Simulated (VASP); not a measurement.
# ZrH2 (Fm-3m) in VASP: notebook

ZrH2 is run at these levels: PBEsol; tasks: single point, relaxation of cell and atoms.

Program: VASP 6.6.1. These are calculated values, not measurements. Logs are shortened: lines on timing, memory, paths and dates and some standing lists are left out, and cuts for length are marked.

## (1) The cell of the first run

The structure is cubic, space group Fm-3m (No. 225). The conventional cell has a = 4.763 Å, b = 4.763 Å, c = 4.763 Å, α = 90.00°, β = 90.00°, γ = 90.00°. Zr (site symmetry m-3m) has 8 H at 2.06 Å within 2.7 Å. Within 2.7 Å of H (site symmetry -43m) lie 4 Zr at 2.06 Å and 6 H at 2.38 Å.

## (2) Single point, PBEsol

Input file INCAR:

```
SYSTEM = ZrH2
ALGO = Normal
EDIFF = 1E-6
ENCUT = 500
GGA = PS
GGA_COMPAT = .False.
ISIF = 2
ISMEAR = -1
LASPH = .True.
LCHARG = .False.
LREAL = .False.
LWAVE = .False.
NBANDS = 14
NELM = 120
PREC = Accurate
SIGMA = 0.05
```

Input file KPOINTS:

```
k-points
0
Gamma
  16 16 16
  0 0 0
```

Input file POSCAR:

```
ZrH2
1.0
    0.0000000000      2.3812994658      2.3812994658
    2.3812994658      0.0000000000      2.3812994658
    2.3812994658      2.3812994658      0.0000000000
Zr H
1 2
Direct
    0.0000000000      0.0000000000      0.0000000000
    0.2500000000      0.2500000000      0.2500000000
    0.7500000000      0.7500000000      0.7500000000
```

Potentials or basis: VASP PAW PBE potentials, release 64 (Zr_sv, H).

Launch:

```console
cat potpaw_PBE.64/Zr_sv/POTCAR potpaw_PBE.64/H/POTCAR > POTCAR
mpirun -np 1 vasp_std > vasp.out
```

OUTCAR:

```text
SYSTEM = ZrH2
   EDIFF = 1E-6
   ENCUT = 500
   GGA = PS
   ISIF = 2
   ISMEAR = -1
   LASPH = .True.
   LREAL = .False.
   NELM = 120
   PREC = Accurate

 ion  position               nearest neighbor table
   1  0.000  0.000  0.000-   2 2.06   3 2.06   3 2.06   3 2.06   3 2.06   2 2.06   2 2.06   2 2.06

   2  0.250  0.250  0.250-   1 2.06   1 2.06   1 2.06   1 2.06
   3  0.750  0.750  0.750-   1 2.06   1 2.06   1 2.06   1 2.06

  LATTYP: Found a face centered cubic cell.
 ALAT       =     4.7625989316

  Lattice vectors:

 A1 = (   0.0000000000,   2.3812994658,   2.3812994658)
 A2 = (   2.3812994658,   0.0000000000,   2.3812994658)
 A3 = (   2.3812994658,   2.3812994658,   0.0000000000)

Analysis of symmetry for initial positions (statically):
=====================================================================
 Subroutine PRICEL returns:
 Original cell was already a primitive cell.

 Routine SETGRP: Setting up the symmetry group for a
 face centered cubic supercell.

 Subroutine GETGRP returns: Found 48 space group operations
 (whereof 48 operations were pure point group operations)
 out of a pool of 48 trial point group operations.

The static configuration has the point symmetry O_h .

Analysis of symmetry for dynamics (positions and initial velocities):
=====================================================================
 Subroutine PRICEL returns:
 Original cell was already a primitive cell.

 Routine SETGRP: Setting up the symmetry group for a
 face centered cubic supercell.

 Subroutine GETGRP returns: Found 48 space group operations
 (whereof 48 operations were pure point group operations)
 out of a pool of 48 trial point group operations.

The dynamic configuration has the point symmetry O_h .

 Subroutine INISYM returns: Found 48 space group operations
 (whereof 48 operations are pure point group operations),
 and found     1 'primitive' translations

----------------------------------------------------------------------------------------

                                     Primitive cell

  volume of cell :      27.0067

  direct lattice vectors                    reciprocal lattice vectors
     0.000000000  2.381299466  2.381299466    -0.209969392  0.209969392  0.209969392
     2.381299466  0.000000000  2.381299466     0.209969392 -0.209969392  0.209969392
     2.381299466  2.381299466  0.000000000     0.209969392  0.209969392 -0.209969392

  length of vectors
     3.367666001  3.367666001  3.367666001     0.363677654  0.363677654  0.363677654

  position of ions in fractional coordinates (direct lattice)
     0.000000000  0.000000000  0.000000000
     0.250000000  0.250000000  0.250000000
     0.750000000  0.750000000  0.750000000

  ion indices of the primitive-cell ions
   primitive index   ion index
                 1           1
                 2           2
                 3           3

----------------------------------------------------------------------------------------

 KPOINTS: k-points

Automatic generation of k-mesh.
 Grid dimensions read from file:
 generate k-points for:   16   16   16

 Generating k-lattice:

  Cartesian coordinates                     Fractional coordinates (reciprocal lattice)
    -0.013123087  0.013123087  0.013123087     0.062500000  0.000000000  0.000000000
     0.013123087 -0.013123087  0.013123087     0.000000000  0.062500000  0.000000000
     0.013123087  0.013123087 -0.013123087     0.000000000  0.000000000  0.062500000

  Length of vectors
     0.022729853  0.022729853  0.022729853

  Shift w.r.t. Gamma in fractional coordinates (k-lattice)
     0.000000000  0.000000000  0.000000000

 Subroutine IBZKPT returns following result:
 ===========================================

 Found    145 irreducible k-points:

 Following reciprocal coordinates:
            Coordinates               Weight
  0.000000  0.000000  0.000000      1.000000
  0.062500  0.000000  0.000000      8.000000
  0.125000  0.000000  0.000000      8.000000
  0.187500  0.000000  0.000000      8.000000
  0.250000  0.000000  0.000000      8.000000
  0.312500  0.000000  0.000000      8.000000
[... 16 lines left out ...]
 -0.125000  0.062500  0.000000     24.000000
 -0.062500  0.062500  0.000000     12.000000
 [... further k-points ...]
   k-points           NKPTS =    145   k-points in BZ     NKDIM =    145   number of bands    NBANDS=     14
   number of dos      NEDOS =    301   number of ions     NIONS =      3
   total plane-waves  NPLWV =  21952
   dimension x,y,z NGX =    28 NGY =   28 NGZ =   28
   dimension x,y,z NGXF=    56 NGYF=   56 NGZF=   56
   ions per type =               1   2
   NGX,Y,Z   is equivalent  to a cutoff of  13.82, 13.82, 13.82 a.u.
   NGXF,Y,Z  is equivalent  to a cutoff of  27.64, 27.64, 27.64 a.u.
 SYSTEM =  ZrH2
   PREC   = accura    normal or accurate (medium, high low for compatibility)
   ISTART =      0    job   : 0-new  1-cont  2-samecut
   ICHARG =      2    charge: 1-file 2-atom 10-const
   ISPIN  =      1    spin polarized calculation?
   LNONCOLLINEAR =      F non collinear calculations
   LSORBIT =      F    spin-orbit coupling
   LASPH  =      T    aspherical Exc in radial PAW
   ENCUT  =  500.0 eV  36.75 Ry    6.06 a.u.   6.14  6.14  6.14*2*pi/ulx,y,z
   NELM   =    120;   NELMIN=  2; NELMDL= -5     # of ELM steps
   EDIFF  = 0.1E-05   stopping-criterion for ELM
   LREAL  =      F    real-space projection
   EDIFFG = 0.1E-04   stopping-criterion for IOM
   NSW    =      0    number of steps for IOM
   IBRION =     -1    ionic relax: 0-MD 1-quasi-New 2-CG
   NFREE  =      0    steps in history (QN), initial steepest desc. (CG)
   ISIF   =      2    stress and relaxation
   ISYM   =      2    0-nonsym 1-usesym 2-fastsym
   POTIM  = 0.5000    time-step for ionic-motion
   TEBEG  =    0.0;   TEEND  =   0.0 temperature during run
   PSTRESS=    0.0 pullay stress
   NELECT =      14.0000    total number of electrons
   NUPDOWN=      -1.0000    fix difference up-down
   EMIN   =  10.00;   EMAX   =-10.00  energy-range for DOS
   EFERMI =   0.00;   METHOD = LEGACY
   ISMEAR =    -1;   SIGMA  =   0.05  broadening in eV -4-tet -1-fermi 0-gaus
   EFERMI_NEDOS =   21; number of points for ismear=-14 and -15
   IALGO  =     38    algorithm
   IMIX   =      4    mixing-type and parameters
     AMIX     =   0.40;   BMIX     =  1.00
     AMIX_MAG =   1.60;   BMIX_MAG =  1.00
  volume/ion in A,a.u.               =       9.00        60.75
  Fermi-wavevector in a.u.,A,eV,Ry     =   1.315104  2.485187 23.531263  1.729499
  Thomas-Fermi vector in A             =   2.445310
   LORBIT       =      0    0 simple, 1 ext, 2 COOP (PROOUT), +10 PAW based schemes
   GGA     = PS    functional components
   LHFCALC =     F    Hartree Fock is set to
   AEXX    =    0.0000 exact exchange contribution
   IVDW    =     0    specifies the selected vdW correction
   LEPSILON=     F    determine dielectric tensor
   LRPA    =     F    only Hartree local field effects (RPA)
 non-spin polarized calculation
  energy-cutoff  :      500.00
  volume of cell :       27.01
 maximum number of plane-waves:       701
 NGX is ok and might be reduce to    28
   NGX = 13   NGY = 13   NGZ = 13

 number of electron      14.0000000 magnetization

 Free energy of the ion-electron system (eV)
  ---------------------------------------------------
  ext. energy  EPLUGINS =         0.00000000
  ---------------------------------------------------
  free energy    TOTEN  =       -17.58655702 eV

  energy without entropy =      -17.57441407  energy(sigma->0) =      -17.58048555

 E-fermi :   8.6219     XC(G=0): -11.4271

 val. band max:        8.6184678607   @ k =   0.1250   0.1250   0.0000
 cond. band min:       8.6282328040   @ k =   0.1875   0.0000   0.0000
 fundamental gap:      0.0097649433
 Fermi energy:         8.6219448362

 k-point     1 :       0.0000    0.0000    0.0000
  band No.  band energies     occupation
      1     -40.4587      2.00000
      2     -18.2194      2.00000
      3     -18.2194      2.00000
      4     -18.2194      2.00000
      5      -1.1093      2.00000
      6       7.3463      2.00000
      7       8.2763      1.99801
      8       8.2763      1.99801
      9       8.2763      1.99801
     10      10.9737      0.00000
     11      10.9737      0.00000
     12      19.7107      0.00000
     13      21.0083      0.00000
     14      21.0083      0.00000

 k-point     2 :       0.0625    0.0000    0.0000
  band No.  band energies     occupation
      1     -40.4554      2.00000
      2     -18.2495      2.00000
      3     -18.2229      2.00000
      4     -18.2229      2.00000
      5      -1.0076      2.00000
      6       6.5679      2.00000
      7       8.3303      1.99416
      8       8.3303      1.99416
      9       9.1808      0.00003
     10      10.9190      0.00000
     11      10.9190      0.00000
     12      18.8717      0.00000
     13      21.2256      0.00000
     14      21.2256      0.00000

 k-point     3 :       0.1250    0.0000    0.0000
  band No.  band energies     occupation
      1     -40.4458      2.00000
      2     -18.3344      2.00000
      3     -18.2329      2.00000
      4     -18.2329      2.00000
      5      -0.7160      2.00000
      6       5.6089      2.00000
      7       8.4712      1.90653
      8       8.4712      1.90653
      9      10.4989      0.00000
     10      10.7987      0.00000
     11      10.7987      0.00000
     12      17.7935      0.00000
     13      21.8462      0.00000
     14      21.8462      0.00000

 k-point     4 :       0.1875    0.0000    0.0000
  band No.  band energies     occupation
      1     -40.4314      2.00000
      2     -18.4589      2.00000
      3     -18.2478      2.00000
      4     -18.2478      2.00000
      5      -0.2778      2.00000
      6       4.8120      2.00000
      7       8.6282      0.93720
      8       8.6282      0.93720
      9      10.7330      0.00000
     10      10.7330      0.00000
     11      11.8188      0.00000
     12      16.9598      0.00000
     13      22.3449      0.00000
     14      22.7925      0.00000

 k-point     5 :       0.2500    0.0000    0.0000
  band No.  band energies     occupation
      1     -40.4144      2.00000
      2     -18.6022      2.00000
      3     -18.2652      2.00000
      4     -18.2652      2.00000
      5       0.2272      2.00000
      6       4.2382      2.00000
      7       8.6957      0.37244
      8       8.6957      0.37244
      9      10.8689      0.00000
     10      10.8689      0.00000
     11      12.8887      0.00000
[... 276 lines left out ...]
 k-point    22 :      -0.1875    0.0625    0.0000
  band No.  band energies     occupation
      1     -40.4235      2.00000
      2     -18.5121      2.00000
      3     -18.2796      2.00000
      4     -18.2465      2.00000
      5      -0.0285      2.00000
      6       4.4789      2.00000
      7       8.6415      0.80725
      8       8.7561      0.12795
      9      10.3872      0.00000
     10      11.0496      0.00000
     11      12.4523      0.00000
     12      16.8301      0.00000
     13      21.5032      0.00000
     14      22.6053      0.00000

 k-point    23 :      -0.1250    0.0625    0.0000
  band No.  band energies     occupation
      1     -40.4388      2.00000
      2     -18.3851      2.00000
      3     -18.2586      2.00000
      4     -18.2325      2.00000
      5      -0.4979      2.00000
      6       5.1524      2.00000
      7       8.5623      1.53420
      8       8.5840      1.36189
      9      10.4915      0.00000
     10      10.9544      0.00000
     11      11.2179      0.00000
     12      17.4487      0.00000
     13      21.6441      0.00000
     14      22.5856      0.00000

 k-point    24 :      -0.0625    0.0625    0.0000
  band No.  band energies     occupation
      1     -40.4499      2.00000
      2     -18.2922      2.00000
      3     -18.2386      2.00000
      4     -18.2242      2.00000
      5      -0.8418      2.00000
      6       5.9379      2.00000
      7       8.4123      1.97026
      8       8.4278      1.95965
      9      10.0071      0.00000
     10      10.7165      0.00000
     11      10.9588      0.00000
     12      18.2400      0.00000
     13      21.2358      0.00000
     14      21.7338      0.00000

 [... further k-points ...]

------------------------ aborting loop because EDIFF is reached ----------------------------------------

  FORCE on cell =-STRESS in cart. coord.  units (eV):
  Direction    XX          YY          ZZ          XY          YZ          ZX
  --------------------------------------------------------------------------------------
  -------------------------------------------------------------------------------------
  Total        0.0088734      0.0088734      0.0088734      0.0000000      0.0000000      0.0000000
  in kB        0.5264140      0.5264140      0.5264140      0.0000000      0.0000000      0.0000000
  external PRESSURE =       0.5264140 kB  Pullay stress =       0.0000000 kB

 VOLUME and BASIS-vectors are now :
 -----------------------------------------------------------------------------
  energy-cutoff  :      500.00
  volume of cell :       27.01
      direct lattice vectors                 reciprocal lattice vectors
     0.000000000  2.381299466  2.381299466    -0.209969392  0.209969392  0.209969392
     2.381299466  0.000000000  2.381299466     0.209969392 -0.209969392  0.209969392
     2.381299466  2.381299466  0.000000000     0.209969392  0.209969392 -0.209969392

 POSITION                                       TOTAL-FORCE (eV/Angst)
 -----------------------------------------------------------------------------------
      0.00000      0.00000      0.00000         0.000000      0.000000     -0.000000
      1.19065      1.19065      1.19065         0.000000      0.000000      0.000000
      3.57195      3.57195      3.57195        -0.000000     -0.000000      0.000000
 -----------------------------------------------------------------------------------
    total drift:                               -0.000000     -0.000000      0.000000

  FREE ENERGIE OF THE ION-ELECTRON SYSTEM (eV)
  ---------------------------------------------------
  free  energy   TOTEN  =       -17.5865570237 eV

  energy  without entropy=      -17.5744140708  energy(sigma->0) =      -17.58048555
```

It took 29 s on 1 thread of Intel Xeon 6975P-C (Granite Rapids), shared host; peak memory 0.18 GiB.

What came out:

```yaml
Free_energy: -17.5866 eV
Pressure: 0.1 GPa
Band_gap_on_the_k_mesh: zero (bands 7 and 8 overlap by 0.77 eV)
```

Caveat: the PAW data sets were made with another functional, which shifts forces and pressure a little.

## (3) Relaxation of cell and atoms, PBEsol

This run uses another cell than the first one, of 9.33 Å³/atom.

Input file INCAR:

```
SYSTEM = ZrH2
PREC     = Accurate       ! precision mode
ENCUT    = 500            ! plane-wave cutoff, eV
EDIFF    = 1E-7           ! SCF threshold, eV
ISMEAR   = -1             ! smearing method
SIGMA    = 0.05           ! smearing width, eV
LREAL    = .False.        ! projectors in reciprocal space
LASPH    = .True.         ! aspherical terms in the spheres
NELM     = 120            ! most SCF steps
ALGO     = Normal         ! electronic algorithm
ISIF     = 3              ! what is computed and relaxed
LWAVE    = .False.        ! write WAVECAR
LCHARG   = .False.        ! write CHGCAR
GGA      = PS             ! functional
IBRION   = 2              ! ionic algorithm
NSW      = 80             ! ionic steps
EDIFFG   = -0.01          ! ionic threshold
GGA_COMPAT= .False.      
NELMIN   = 4
```

Input file KPOINTS:

```
Automatic mesh
0
Gamma
  16 16 16
  0 0 0
```

Input file POSCAR:

```
ZrH2
1.0
    0.0000000000      2.4100000000      2.4100000000
    2.4100000000      0.0000000000      2.4100000000
    2.4100000000      2.4100000000      0.0000000000
Zr H
1 2
Direct
    0.0000000000      0.0000000000      0.0000000000
    0.2500000000      0.2500000000      0.2500000000
    0.7500000000      0.7500000000      0.7500000000
```

Potentials or basis: VASP PAW PBE potentials, release 64 (Zr_sv, H).

Launch:

```console
cat potpaw_PBE.64/Zr_sv/POTCAR potpaw_PBE.64/H/POTCAR > POTCAR
mpirun -np 1 vasp_std > vasp.out
```

Wall time 54 s (1 thread of Intel Xeon 6975P-C (Granite Rapids), shared host); peak memory 0.19 GiB.

The run converged. Its results:

```yaml
Free_energy: -17.5881 eV
Relaxed_volume: 9.01 Å³/atom
Relaxed_cell: a = 3.368 Å, b = 3.368 Å, c = 3.368 Å, α = 60.00°, β = 60.00°, γ = 60.00°
Space_group_after_relaxing_to_0.1_Å: Fm-3m (No. 225)
Energy_gained_by_relaxing: 4.9 meV/atom
Ionic_steps: 3
Pressure_after_relaxing: 0.0 GPa
Band_gap_on_the_k_mesh: zero (bands 7 and 8 overlap by 0.77 eV)
```

The path:
```tsv
step	energy change (eV)	largest force (eV/Å)	pressure (GPa)	volume (Å³)
1	0.0000	0.0000	-4.73	28.00
2	-0.0146	0.0000	0.68	26.89
3	-0.0148	0.0000	0.01	27.02
```

Final structure:
```
CELL_PARAMETERS angstrom
0.00000 2.38166 2.38166
2.38166 0.00000 2.38166
2.38166 2.38166 0.00000
ATOMIC_POSITIONS crystal
Zr 0.00000 0.00000 0.00000
H 0.25000 0.25000 0.25000
H 0.75000 0.75000 0.75000
```

Levels at points of the mesh, in eV from the Fermi level:
```csv
k point,band 3,band 4,band 5,band 6,band 7,band 8,band 9,band 10,band 11
"(0.00, 0.00, 0.00)",-26.84,-26.84,-9.73,-1.28,-0.35,-0.35,-0.35,2.35,2.35
"(0.50, 0.00, 0.00)",-26.93,-26.93,-7.53,-4.41,-0.22,-0.22,3.77,3.77,4.68
"(0.50, 0.50, 0.00)",-27.08,-27.08,-6.67,-4.49,-3.48,3.96,4.02,4.02,6.82
```

Caveat: the PAW data sets were made with another functional, which shifts forces and pressure a little.
